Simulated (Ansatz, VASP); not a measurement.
## Two plane-wave programs on Nb

The input POSCAR:

```
Nb
1.0
   -1.6576511182      1.6576511182      1.6576511182
    1.6576511182     -1.6576511182      1.6576511182
    1.6576511182      1.6576511182     -1.6576511182
Nb
1
Direct
    0.0000000000      0.0000000000      0.0000000000
```

INCAR.step1

```
SYSTEM = Nb
PREC = Accurate ; ENCUT = 520
ISMEAR = 0 ; SIGMA = 0.05
LREAL = .FALSE. ; LASPH = .TRUE.
NELM = 100 ; NBANDS = 12
GGA = PE ; ALGO = Normal
EDIFF = 1E-4 ; LWAVE = .TRUE.
LCHARG = .FALSE.
```

Contents of INCAR.step2:

```
SYSTEM = Nb
PREC = Accurate ; ENCUT = 520
EDIFF = 1E-6 ; ISMEAR = 0
SIGMA = 0.05 ; LREAL = .FALSE.
LASPH = .TRUE. ; NELM = 100
ALGO = Normal ; ISIF = 2
LWAVE = .FALSE. ; LCHARG = .FALSE.
METAGGA = R2SCAN ; LMIXTAU = .TRUE.
NBANDS = 12 ; ISTART = 1
```

File KPOINTS:

```
Automatic mesh
0
G
  18 18 18
  0 0 0
```

Input for Ansatz:

```yaml
crystal:
  lattice:
    - [-1.6576511193, 1.6576511193, 1.6576511193]
    - [1.6576511193, -1.6576511193, 1.6576511193]
    - [1.6576511193, 1.6576511193, -1.6576511193]
  atoms:
    - { symbol: Nb, position: [0.0, 0.0, 0.0] }
basis:
  ecutwfc: 500
  ecutrho_ratio: 4
kpoints:
  mp_grid: { grid: [18, 18, 18] }
hamiltonian:
  xc: r2scan
scf:
  occupations: { method: gaussian, width: 0.05 }
output:
  forces: true
  stress: true
  eigenvalues: true
```

Alike in both runs: task single point; functional r2SCAN; k mesh 18 × 18 × 18; occupations gaussian, width 0.05 eV; no spin polarisation.

```csv
,VASP,Ansatz
version,VASP 6.6.1,Ansatz 0.2.0
potentials or method,"VASP PAW PBE potentials, release 64 (Nb_sv), cutoff 520 eV","scalar-relativistic, plane waves, PAW"
valence electrons in the cell,13,13
```

|  | VASP | Ansatz | Ansatz less VASP |
| --- | --- | --- | --- |
| pressure (GPa) | -1.8 | -1.7 | +0.15 |

VASP's potentials were made for PBE, not for r2SCAN. The functional is the same, so the differences come from potentials, cutoffs and numerics.
